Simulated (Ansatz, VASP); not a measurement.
**SnO2 in VASP and in Ansatz**

```
Sn O
1.0
     4.88206    0.00000    0.00000
     0.00000    4.88266    0.00000
     0.00000    0.00000    3.29834
Sn O
2 4
Direct
  0.50000 0.50000 0.50000
  0.00000 0.00000 0.00000
  0.30598 0.30618 0.00000
  0.80598 0.19382 0.50000
  0.19402 0.80618 0.50000
  0.69402 0.69382 0.00000
```

Alike in both runs: task single point; functional LDA; k mesh 6 × 6 × 8; occupations gaussian, width 0.05 eV; no spin polarisation.

```csv
,VASP,Ansatz
version,VASP 6.6.1,Ansatz 0.2.0
potentials or method,"VASP PAW LDA potentials, release 64 (Sn_d, O), cutoff 520 eV","scalar-relativistic, plane waves, PAW"
valence electrons in the cell,52,52
```

```tsv
	VASP	Ansatz	Ansatz less VASP
gap on the k mesh at the Fermi level (eV)	0.10	0.07	-0.028
least direct gap on the mesh (eV)	0.10	0.07	-0.028
pressure (GPa)	-16.2	-16.9	-0.67
traceless stress, the component that is largest in VASP (GPa)	-2.96	-3.19	-0.231
rms of the force components (eV/Å)	0.129	0.137	+0.0079
```

LDA's correlation is that of Perdew and Zunger in VASP and of Perdew and Wang (1992) in Ansatz. Atom by atom the forces differ by 0.008 eV/Å (rms over components).
